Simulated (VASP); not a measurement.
MgB2, 3 atoms in the cell. The structure is hexagonal, space group P6/mmm (No. 191). Conventional cell: a = 3.085 Å, b = 3.085 Å, c = 3.523 Å, α = 90.00°, β = 90.00°, γ = 120.00°. Mg (site symmetry 6/mmm) has 12 B at 2.51 Å and 6 Mg at 3.08 to 3.09 Å within 3.3 Å. Within 2.4 Å of B (site symmetry -6m2) lie 3 B at 1.78 Å. 

| Property | Result |
| --- | --- |
| Program | VASP 6.6.1 |
| Task | single point |
| Functional | PBE |
| Potentials or basis | VASP PAW PBE potentials, release 64 (Mg, B) |
| Cutoff | 520 eV |
| k mesh | 7 × 7 × 6 |
| Occupations | gaussian, width 0.1 eV |
| Spin | no spin polarisation |
| Dipole correction | no |
| Further INCAR settings | ALGO = Normal; EDIFF = 1e-06; NBANDS = 11 |

Potentials or basis: VASP PAW PBE potentials, release 64 (Mg, B).

The run is started by

```console
$ cat potpaw_PBE.64/Mg/POTCAR potpaw_PBE.64/B/POTCAR > POTCAR
$ mpirun -np 1 vasp_std > vasp.out
```

Hardware: 1 thread of Intel Xeon 8259CL, with other jobs on the host.

Q: How long does it take, and how much memory?

A: It took 13 s on 1 thread of Intel Xeon 8259CL (shared host), peak memory 0.15 GiB. Counts: scf iterations 12, k points 32.
